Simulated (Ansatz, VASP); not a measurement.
# KBr in VASP and in Ansatz

File POSCAR:

```
KBr
1.0
    4.5593000710      0.0000000000      0.0000000000
   -2.2796500355      3.9484696849      0.0000000000
    0.0000000000      0.0000000000      8.0200670366
K Br
2 2
Direct
    0.0000000000      0.0000000000      0.0000000000
    0.0000000000      0.0000000000      0.5000000000
    0.3333333333      0.6666666667      0.2500000000
    0.6666666667      0.3333333333      0.7500000000
```

File INCAR.step1:

```
PREC = Accurate ; ENCUT = 520
ISMEAR = 0 ; SIGMA = 0.01
LREAL = F ; LASPH = T
NELM = 60 ; NBANDS = 24
GGA = PE ; ALGO = Normal
EDIFF = 1E-4 ; LWAVE = T
LCHARG = F
```

INCAR.step2

```
PREC = Accurate ; ENCUT = 520
EDIFF = 1E-6 ; ISMEAR = 0
SIGMA = 0.01 ; LREAL = F
LASPH = T ; NELM = 60
ALGO = Normal ; ISIF = 2
LWAVE = F ; LCHARG = F
METAGGA = R2SCAN ; LMIXTAU = T
NBANDS = 24 ; ISTART = 1
```

KPOINTS

```
regular mesh
0
Gamma
  6 6 4
```

Input for Ansatz:

```yaml
crystal:
  lattice:
    - [4.559300071, 0.0, 0.0]
    - [-2.2796500355, 3.9484696849, 0.0]
    - [0.0, 0.0, 8.0200670366]
  atoms:
    - { symbol: K, position: [0.0, 0.0, 0.0] }
    - { symbol: K, position: [0.0, 0.0, 0.5] }
    - { symbol: Br, position: [0.3333333333, 0.6666666667, 0.25] }
    - { symbol: Br, position: [0.6666666667, 0.3333333333, 0.75] }
kpoints:
  mp_grid: { grid: [6, 6, 4] }
  band_path:
    path:
      - [0.0, 0.0, 0.0]
      - [0.5, 0.0, 0.0]
      - [0.3333333333, 0.3333333333, 0.0]
      - [0.0, 0.0, 0.5]
      - [0.5, 0.0, 0.5]
      - [0.3333333333, 0.3333333333, 0.5]
    npoints: 1
hamiltonian:
  xc: r2scan
scf:
  occupations: { method: fixed }
  n_extra_bands: 5
output:
  forces: true
  stress: true
  eigenvalues: true
  write_density: true
  write_potential: true
  elf: true
  volumetric_format: npy
```

Alike in both runs: task single point; functional r2SCAN; k mesh 6 × 6 × 4; no spin polarisation.

|  | VASP | Ansatz |
| --- | --- | --- |
| version | VASP 6.6.1 | Ansatz 0.2.0 |
| potentials or method | VASP PAW PBE potentials, release 64 (K_sv, Br) | plane waves, PAW |
| plane-wave cutoff (eV) | 520 | 500 |
| occupations | gaussian, width 0.01 eV | fixed |
| valence electrons in the cell | 32 | 32 |

Ansatz gave:

```
gap on the k mesh at the Fermi level (eV) : 4.99
pressure (GPa)                            : 0.0
```

Task: Estimate VASP's values.

Result: gap on the k mesh at the Fermi level (eV): 5.00; pressure (GPa): 0.0.

VASP's potentials were made for PBE, not for r2SCAN.
